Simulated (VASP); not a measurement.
# Zn4SeS3 (P-4m2) in VASP: a series of runs

Zn4SeS3 is run at these levels: PBE; tasks: single point.

Everything below comes from runs of VASP 6.6.1. Logs are shortened: lines on timing, memory, paths and dates and some standing lists are left out, and cuts for length are marked.

### Step 1. The cell of the first run

Symmetry: P-4m2, No. 115, tetragonal system. Conventional cell: a = 3.821 Å, b = 3.821 Å, c = 10.800 Å, α = 90.00°, β = 90.00°, γ = 90.00°. Within 3.1 Å of Zn (site symmetry 2mm) lie 4 S at 2.32 Å. Within 3.1 Å of Zn (site symmetry 2mm) lie 2 S at 2.32 Å and 2 Se at 2.41 Å. Se (site symmetry -4m2) has 4 Zn at 2.41 Å within 3.2 Å. Within 3.1 Å of S (site symmetry -4m2) lie 4 Zn at 2.32 Å. Within 3.1 Å of S (site symmetry 2mm) lie 4 Zn at 2.32 Å.

### Step 2. Single point, PBE (volume scaled by 0.94, then relaxed in part)

Input file INCAR:

```
PREC = Accurate ; ENCUT = 520
EDIFF = 1E-6 ; ISMEAR = 0
SIGMA = 0.02 ; LREAL = F
LASPH = T ; NELM = 100
ALGO = Normal ; ISIF = 2
LWAVE = F ; LCHARG = F
GGA = PE ; NBANDS = 46
```

Input file KPOINTS:

```
Automatic mesh
0
Gamma
  8 8 4
```

Input file POSCAR:

```
Zn4SeS3
1.0
    3.8214253720      0.0000000000      0.0000000000
    0.0000000000      3.8214253720      0.0000000000
    0.0000000000      0.0000000000     10.8001178351
Zn Se S
4 1 3
Direct
    0.5000000000      0.0000000000      0.8785633161
    0.0000000000      0.5000000000      0.1214366839
    0.5000000000      0.0000000000      0.3646200804
    0.0000000000      0.5000000000      0.6353799196
    0.0000000000      0.0000000000      0.5000000000
    0.0000000000      0.0000000000      0.0000000000
    0.5000000000      0.5000000000      0.2430923252
    0.5000000000      0.5000000000      0.7569076748
```

Potentials or basis: VASP PAW PBE potentials, release 64 (Zn, Se, S).

Launch:

```bash
$ cat potpaw_PBE.64/Zn/POTCAR potpaw_PBE.64/Se/POTCAR potpaw_PBE.64/S/POTCAR > POTCAR
$ mpirun -np 1 vasp_std > vasp.out
```

OUTCAR:

```text
PREC = Accurate
   ENCUT = 520
   EDIFF = 1E-6
   ISMEAR = 0
   LREAL = F
   LASPH = T
   NELM = 100
   ISIF = 2
   GGA = PE

 ion  position               nearest neighbor table
   1  0.500  0.000  0.879-   6 2.32   6 2.32   8 2.32   8 2.32
   2  0.000  0.500  0.121-   6 2.32   6 2.32   7 2.32   7 2.32
   3  0.500  0.000  0.365-   7 2.32   7 2.32   5 2.41   5 2.41
   4  0.000  0.500  0.635-   8 2.32   8 2.32   5 2.41   5 2.41
   5  0.000  0.000  0.500-   3 2.41   4 2.41   4 2.41   3 2.41
   6  0.000  0.000  0.000-   1 2.32   2 2.32   2 2.32   1 2.32
   7  0.500  0.500  0.243-   3 2.32   3 2.32   2 2.32   2 2.32
   8  0.500  0.500  0.757-   4 2.32   4 2.32   1 2.32   1 2.32

  LATTYP: Found a simple tetragonal cell.
 ALAT       =     3.8214253720
 C/A-ratio  =     2.8262014258

  Lattice vectors:

 A1 = (   3.8214253720,   0.0000000000,   0.0000000000)
 A2 = (   0.0000000000,   3.8214253720,   0.0000000000)
 A3 = (   0.0000000000,   0.0000000000,  10.8001178351)

Analysis of symmetry for initial positions (statically):
=====================================================================
 Subroutine PRICEL returns:
 Original cell was already a primitive cell.

 Routine SETGRP: Setting up the symmetry group for a
 simple tetragonal supercell.

 Subroutine GETGRP returns: Found  8 space group operations
 (whereof  8 operations were pure point group operations)
 out of a pool of 16 trial point group operations.

The static configuration has the point symmetry D_2d.

Analysis of symmetry for dynamics (positions and initial velocities):
=====================================================================
 Subroutine PRICEL returns:
 Original cell was already a primitive cell.

 Routine SETGRP: Setting up the symmetry group for a
 simple tetragonal supercell.

 Subroutine GETGRP returns: Found  8 space group operations
 (whereof  8 operations were pure point group operations)
 out of a pool of 16 trial point group operations.

The dynamic configuration has the point symmetry D_2d.

 Subroutine INISYM returns: Found  8 space group operations
 (whereof  8 operations are pure point group operations),
 and found     1 'primitive' translations

----------------------------------------------------------------------------------------

                                     Primitive cell

  volume of cell :     157.7173

  direct lattice vectors                    reciprocal lattice vectors
     3.821425372  0.000000000  0.000000000     0.261682462  0.000000000  0.000000000
     0.000000000  3.821425372  0.000000000     0.000000000  0.261682462  0.000000000
     0.000000000  0.000000000 10.800117835     0.000000000  0.000000000  0.092591582

  length of vectors
     3.821425372  3.821425372 10.800117835     0.261682462  0.261682462  0.092591582

  position of ions in fractional coordinates (direct lattice)
     0.500000000  0.000000000  0.878563316
     0.000000000  0.500000000  0.121436684
     0.500000000  0.000000000  0.364620080
     0.000000000  0.500000000  0.635379920
     0.000000000  0.000000000  0.500000000
     0.000000000  0.000000000  0.000000000
     0.500000000  0.500000000  0.243092325
     0.500000000  0.500000000  0.756907675

  ion indices of the primitive-cell ions
   primitive index   ion index
                 1           1
                 2           2
                 3           3
                 4           4
                 5           5
                 6           6
                 7           7
                 8           8

----------------------------------------------------------------------------------------

 KPOINTS: Automatic mesh

Automatic generation of k-mesh.
 Grid dimensions read from file:
 generate k-points for:    8    8    4

 Generating k-lattice:

  Cartesian coordinates                     Fractional coordinates (reciprocal lattice)
     0.032710308  0.000000000  0.000000000     0.125000000  0.000000000  0.000000000
     0.000000000  0.032710308  0.000000000     0.000000000  0.125000000  0.000000000
     0.000000000  0.000000000  0.023147896     0.000000000  0.000000000  0.250000000

  Length of vectors
     0.032710308  0.032710308  0.023147896

  Shift w.r.t. Gamma in fractional coordinates (k-lattice)
     0.000000000  0.000000000  0.000000000

 Subroutine IBZKPT returns following result:
 ===========================================

 Found     45 irreducible k-points:

 Following reciprocal coordinates:
            Coordinates               Weight
  0.000000  0.000000  0.000000      1.000000
  0.125000  0.000000  0.000000      4.000000
  0.250000  0.000000  0.000000      4.000000
  0.375000  0.000000  0.000000      4.000000
  0.500000  0.000000  0.000000      2.000000
  0.125000  0.125000  0.000000      4.000000
[... 16 lines left out ...]
  0.375000  0.125000  0.250000     16.000000
  0.500000  0.125000  0.250000      8.000000
 [... further k-points ...]
   k-points           NKPTS =     45   k-points in BZ     NKDIM =     45   number of bands    NBANDS=     46
   number of dos      NEDOS =    301   number of ions     NIONS =      8
   total plane-waves  NPLWV =  62720
   dimension x,y,z NGX =    28 NGY =   28 NGZ =   80
   dimension x,y,z NGXF=    56 NGYF=   56 NGZF=  160
   ions per type =               4   1   3
   NGX,Y,Z   is equivalent  to a cutoff of  12.18, 12.18, 12.31 a.u.
   NGXF,Y,Z  is equivalent  to a cutoff of  24.36, 24.36, 24.63 a.u.
 SYSTEM =  unknown system
   PREC   = accura    normal or accurate (medium, high low for compatibility)
   ISTART =      0    job   : 0-new  1-cont  2-samecut
   ICHARG =      2    charge: 1-file 2-atom 10-const
   ISPIN  =      1    spin polarized calculation?
   LNONCOLLINEAR =      F non collinear calculations
   LSORBIT =      F    spin-orbit coupling
   LASPH  =      T    aspherical Exc in radial PAW
   ENCUT  =  520.0 eV  38.22 Ry    6.18 a.u.   7.11  7.11 20.08*2*pi/ulx,y,z
   NELM   =    100;   NELMIN=  2; NELMDL= -5     # of ELM steps
   EDIFF  = 0.1E-05   stopping-criterion for ELM
   LREAL  =      F    real-space projection
   EDIFFG = 0.1E-04   stopping-criterion for IOM
   NSW    =      0    number of steps for IOM
   IBRION =     -1    ionic relax: 0-MD 1-quasi-New 2-CG
   NFREE  =      0    steps in history (QN), initial steepest desc. (CG)
   ISIF   =      2    stress and relaxation
   ISYM   =      2    0-nonsym 1-usesym 2-fastsym
   POTIM  = 0.5000    time-step for ionic-motion
   TEBEG  =    0.0;   TEEND  =   0.0 temperature during run
   PSTRESS=    0.0 pullay stress
   NELECT =      72.0000    total number of electrons
   NUPDOWN=      -1.0000    fix difference up-down
   EMIN   =  10.00;   EMAX   =-10.00  energy-range for DOS
   EFERMI =   0.00;   METHOD = LEGACY
   ISMEAR =     0;   SIGMA  =   0.02  broadening in eV -4-tet -1-fermi 0-gaus
   EFERMI_NEDOS =   21; number of points for ismear=-14 and -15
   IALGO  =     38    algorithm
   IMIX   =      4    mixing-type and parameters
     AMIX     =   0.40;   BMIX     =  1.00
     AMIX_MAG =   1.60;   BMIX_MAG =  1.00
  volume/ion in A,a.u.               =      19.71       133.04
  Fermi-wavevector in a.u.,A,eV,Ry     =   1.260548  2.382090 21.619388  1.588980
  Thomas-Fermi vector in A             =   2.394052
   LORBIT       =      0    0 simple, 1 ext, 2 COOP (PROOUT), +10 PAW based schemes
   GGA     = PE    functional components
   LHFCALC =     F    Hartree Fock is set to
   AEXX    =    0.0000 exact exchange contribution
   IVDW    =     0    specifies the selected vdW correction
   LEPSILON=     F    determine dielectric tensor
   LRPA    =     F    only Hartree local field effects (RPA)
 non-spin polarized calculation
 Gauss-broadening in eV      SIGMA  =   0.02
  energy-cutoff  :      520.00
  volume of cell :      157.72
 maximum number of plane-waves:      4278
   NGX = 15   NGY = 15   NGZ = 41

 number of electron      71.9999933 magnetization

 Free energy of the ion-electron system (eV)
  ---------------------------------------------------
  ext. energy  EPLUGINS =         0.00000000
  ---------------------------------------------------
  free energy    TOTEN  =       -26.38143556 eV

  energy without entropy =      -26.38143556  energy(sigma->0) =      -26.38143556

 E-fermi :   2.4930     XC(G=0):  -9.7275

 val. band max:        2.3939983401   @ k =   0.0000   0.0000   0.0000
 cond. band min:       4.3544788212   @ k =   0.0000   0.0000   0.0000
 fundamental gap:      1.9604804811
 Fermi energy:         2.4929686244

 k-point     1 :       0.0000    0.0000    0.0000
  band No.  band energies     occupation
      1     -11.1150      2.00000
      2     -10.5491      2.00000
      3     -10.5029      2.00000
      4      -9.8238      2.00000
      5      -4.3186      2.00000
      6      -4.3008      2.00000
[... 38 lines left out ...]
     45       8.5484      0.00000
     46       8.5713      0.00000

 k-point     2 :       0.1250    0.0000    0.0000
  band No.  band energies     occupation
      1     -11.0342      2.00000
      2     -10.4990      2.00000
      3     -10.4506      2.00000
      4      -9.8238      2.00000
      5      -4.2799      2.00000
      6      -4.2664      2.00000
[... 38 lines left out ...]
     45       8.6673      0.00000
     46       8.9034      0.00000

 k-point     3 :       0.2500    0.0000    0.0000
  band No.  band energies     occupation
      1     -10.8100      2.00000
      2     -10.3724      2.00000
      3     -10.3187      2.00000
      4      -9.8471      2.00000
      5      -4.2397      2.00000
      6      -4.2063      2.00000
[... 38 lines left out ...]
     45       8.9972      0.00000
     46       9.3800      0.00000

 k-point     4 :       0.3750    0.0000    0.0000
  band No.  band energies     occupation
      1     -10.4993      2.00000
      2     -10.2370      2.00000
      3     -10.1795      2.00000
      4      -9.9466      2.00000
      5      -4.1689      2.00000
      6      -4.1688      2.00000
[... 920 lines left out ...]
     45       9.3253      0.00000
     46       9.4456      0.00000

 k-point    23 :       0.3750    0.1250    0.2500
  band No.  band energies     occupation
      1     -10.4188      2.00000
      2     -10.2609      2.00000
      3     -10.0665      2.00000
      4      -9.9299      2.00000
      5      -4.2190      2.00000
      6      -4.1423      2.00000
[... 38 lines left out ...]
     45       9.4328      0.00000
     46       9.6105      0.00000

 k-point    24 :       0.5000    0.1250    0.2500
  band No.  band energies     occupation
      1     -10.1552      2.00000
      2     -10.1524      2.00000
      3     -10.1371      2.00000
      4     -10.0212      2.00000
      5      -4.1612      2.00000
      6      -4.1467      2.00000
[... 38 lines left out ...]
     45       9.3307      0.00000
     46       9.4418      0.00000

 [... further k-points ...]
[... 5 lines left out ...]
  --------------------------------------------------------------------------------------
  -------------------------------------------------------------------------------------
  Total        4.8337699      4.8337699      4.8398747      0.0000000      0.0000000     -0.0000000
  in kB       49.1040477     49.1040477     49.1660640      0.0000000      0.0000000     -0.0000000
  external PRESSURE =      49.1247198 kB  Pullay stress =       0.0000000 kB

 VOLUME and BASIS-vectors are now :
 -----------------------------------------------------------------------------
  energy-cutoff  :      520.00
  volume of cell :      157.72
      direct lattice vectors                 reciprocal lattice vectors
     3.821425372  0.000000000  0.000000000     0.261682462  0.000000000  0.000000000
     0.000000000  3.821425372  0.000000000     0.000000000  0.261682462  0.000000000
     0.000000000  0.000000000 10.800117835     0.000000000  0.000000000  0.092591582

 POSITION                                       TOTAL-FORCE (eV/Angst)
 -----------------------------------------------------------------------------------
      1.91071      0.00000      9.48859        -0.000000      0.000000      0.000335
      0.00000      1.91071      1.31153         0.000000     -0.000000     -0.000335
      1.91071      0.00000      3.93794        -0.000000     -0.000000     -0.014298
      0.00000      1.91071      6.86218         0.000000     -0.000000      0.014298
      0.00000      0.00000      5.40006        -0.000000     -0.000000      0.000000
      0.00000      0.00000      0.00000        -0.000000     -0.000000      0.000000
      1.91071      1.91071      2.62543        -0.000000     -0.000000      0.002891
      1.91071      1.91071      8.17469        -0.000000      0.000000     -0.002891
 -----------------------------------------------------------------------------------
    total drift:                                0.000000     -0.000000     -0.000000

  FREE ENERGIE OF THE ION-ELECTRON SYSTEM (eV)
  ---------------------------------------------------
  free  energy   TOTEN  =       -26.3814355607 eV

  energy  without entropy=      -26.3814355607  energy(sigma->0) =      -26.38143556
```

Wall time 5.1 min (1 thread of Intel Xeon Platinum 8124M at 3.00GHz (Skylake/Cascade Lake), shared host); peak memory 0.41 GiB.

Results:

* Free energy: -26.3814 eV
* Pressure: 4.9 GPa
* Largest force: 0.014 eV/Å
* Band gap on the k mesh: 1.96 eV, direct

Forces in eV/Å, atoms in the order of the input:
```
Zn   0.000  0.000  0.000
Zn   0.000  0.000  0.000
Zn   0.000  0.000 -0.014
Zn   0.000  0.000  0.014
Se   0.000  0.000  0.000
S    0.000  0.000  0.000
S    0.000  0.000  0.003
S    0.000  0.000 -0.003
```

### Step 3. Single point, PBE (volume scaled by 0.97, then relaxed in part)

Input file INCAR:

```
SYSTEM = Zn4SeS3
  ALGO = Normal
  EDIFF = 1E-6
  ENCUT = 520
  GGA = PE
  ISIF = 2
  ISMEAR = 0
  LASPH = .TRUE.
  LCHARG = .FALSE.
  LREAL = .FALSE.
  LWAVE = .FALSE.
  NBANDS = 46
  NELM = 100
  PREC = Accurate
  SIGMA = 0.02
```

Input file KPOINTS:

```
k-points
0
G
  8 8 4
  0 0 0
```

Input file POSCAR:

```
Zn4SeS3
1.0
    3.8614316448      0.0000000000      0.0000000000
    0.0000000000      3.8614316448      0.0000000000
    0.0000000000      0.0000000000     10.9150677907
Zn Se S
4 1 3
Direct
    0.5000000000      0.0000000000      0.8785455234
    0.0000000000      0.5000000000      0.1214544766
    0.5000000000      0.0000000000      0.3647575406
    0.0000000000      0.5000000000      0.6352424594
    0.0000000000      0.0000000000      0.5000000000
    0.0000000000      0.0000000000      0.0000000000
    0.5000000000      0.5000000000      0.2431338151
    0.5000000000      0.5000000000      0.7568661849
```

Potentials or basis: VASP PAW PBE potentials, release 64 (Zn, Se, S).

Launch:

```bash
$ cat potpaw_PBE.64/Zn/POTCAR potpaw_PBE.64/Se/POTCAR potpaw_PBE.64/S/POTCAR > POTCAR
$ mpirun -np 1 vasp_std > vasp.out
```

OUTCAR:

```text
SYSTEM = Zn4SeS3
   EDIFF = 1E-6
   ENCUT = 520
   GGA = PE
   ISIF = 2
   ISMEAR = 0
   LASPH = .TRUE.
   LREAL = .FALSE.
   NELM = 100
   PREC = Accurate

 ion  position               nearest neighbor table
   1  0.500  0.000  0.879-   6 2.34   6 2.34   8 2.34   8 2.34
   2  0.000  0.500  0.121-   6 2.34   6 2.34   7 2.34   7 2.34
   3  0.500  0.000  0.365-   7 2.34   7 2.34   5 2.43   5 2.43
   4  0.000  0.500  0.635-   8 2.34   8 2.34   5 2.43   5 2.43
   5  0.000  0.000  0.500-   3 2.43   4 2.43   4 2.43   3 2.43
   6  0.000  0.000  0.000-   1 2.34   2 2.34   2 2.34   1 2.34
   7  0.500  0.500  0.243-   3 2.34   3 2.34   2 2.34   2 2.34
[... 1390 lines left out ...]
  Total        2.3849444      2.3849444      2.3835483      0.0000000      0.0000000      0.0000000
  in kB       23.4782490     23.4782490     23.4645055      0.0000000      0.0000000      0.0000000
  external PRESSURE =      23.4736678 kB  Pullay stress =       0.0000000 kB

 VOLUME and BASIS-vectors are now :
 -----------------------------------------------------------------------------
  energy-cutoff  :      520.00
  volume of cell :      162.75
      direct lattice vectors                 reciprocal lattice vectors
     3.861431645  0.000000000  0.000000000     0.258971307  0.000000000  0.000000000
     0.000000000  3.861431645  0.000000000     0.000000000  0.258971307  0.000000000
     0.000000000  0.000000000 10.915067791     0.000000000  0.000000000  0.091616472

 POSITION                                       TOTAL-FORCE (eV/Angst)
 -----------------------------------------------------------------------------------
      1.93072      0.00000      9.58938         0.000000     -0.000000     -0.000439
      0.00000      1.93072      1.32568         0.000000     -0.000000      0.000439
      1.93072      0.00000      3.98135        -0.000000     -0.000000     -0.009055
      0.00000      1.93072      6.93371         0.000000      0.000000      0.009055
      0.00000      0.00000      5.45753         0.000000     -0.000000      0.000000
      0.00000      0.00000      0.00000         0.000000     -0.000000      0.000000
      1.93072      1.93072      2.65382         0.000000     -0.000000      0.001652
      1.93072      1.93072      8.26125         0.000000      0.000000     -0.001652
 -----------------------------------------------------------------------------------
    total drift:                                0.000000      0.000000      0.000000

  FREE ENERGIE OF THE ION-ELECTRON SYSTEM (eV)
  ---------------------------------------------------
  free  energy   TOTEN  =       -26.4947067157 eV

  energy  without entropy=      -26.4947067157  energy(sigma->0) =      -26.49470672
```

OSZICAR:

```text
N       E                     dE             d eps       ncg     rms          rms(c)
DAV:   1     0.572671178399E+03    0.57267E+03   -0.32833E+04  4140   0.186E+03
DAV:   2     0.480378938799E+02   -0.52463E+03   -0.50508E+03  4140   0.431E+02
DAV:   3    -0.246553169986E+02   -0.72693E+02   -0.71642E+02  4638   0.148E+02
DAV:   4    -0.280248762471E+02   -0.33696E+01   -0.33560E+01  5008   0.316E+01
DAV:   5    -0.280716410096E+02   -0.46765E-01   -0.46747E-01  4776   0.377E+00    0.130E+01
DAV:   6    -0.264764069878E+02    0.15952E+01   -0.34023E+00  6380   0.397E+01    0.991E+00
DAV:   7    -0.265415243212E+02   -0.65117E-01   -0.37237E+00  4590   0.776E+00    0.382E+00
DAV:   8    -0.264947076300E+02    0.46817E-01   -0.19638E-01  5244   0.426E+00    0.125E+00
DAV:   9    -0.264941936869E+02    0.51394E-03   -0.61842E-02  5334   0.232E+00    0.419E-01
DAV:  10    -0.264942597330E+02   -0.66046E-04   -0.28071E-03  4934   0.858E-01    0.232E-01
DAV:  11    -0.264944753553E+02   -0.21562E-03   -0.64060E-04  5106   0.208E-01    0.108E-01
DAV:  12    -0.264946963680E+02   -0.22101E-03   -0.29972E-04  4494   0.144E-01    0.357E-02
DAV:  13    -0.264947034390E+02   -0.70710E-05   -0.28031E-05  4878   0.556E-02    0.218E-02
DAV:  14    -0.264947061512E+02   -0.27122E-05   -0.19839E-05  5042   0.557E-02    0.558E-03
DAV:  15    -0.264947067157E+02   -0.56453E-06   -0.52304E-06  4368   0.253E-02
   1 F= -.26494707E+02 E0= -.26494707E+02  d E =-.383886E-19
```

Wall time 6.1 min (1 thread of Intel Xeon Platinum 8124M at 3.00GHz (Skylake/Cascade Lake), shared host); peak memory 0.43 GiB.

What came out:

```yaml
Free_energy: -26.4947 eV
Pressure: 2.3 GPa
Largest_force: 0.009 eV/Å
Band_gap_on_the_k_mesh: 1.83 eV, direct
```

Forces in eV/Å, atoms in the order of the input:
```
Zn   0.000  0.000  0.000
Zn   0.000  0.000  0.000
Zn   0.000  0.000 -0.009
Zn   0.000  0.000  0.009
Se   0.000  0.000  0.000
S    0.000  0.000  0.000
S    0.000  0.000  0.002
S    0.000  0.000 -0.002
```

(Continued in part 2 of 2.)
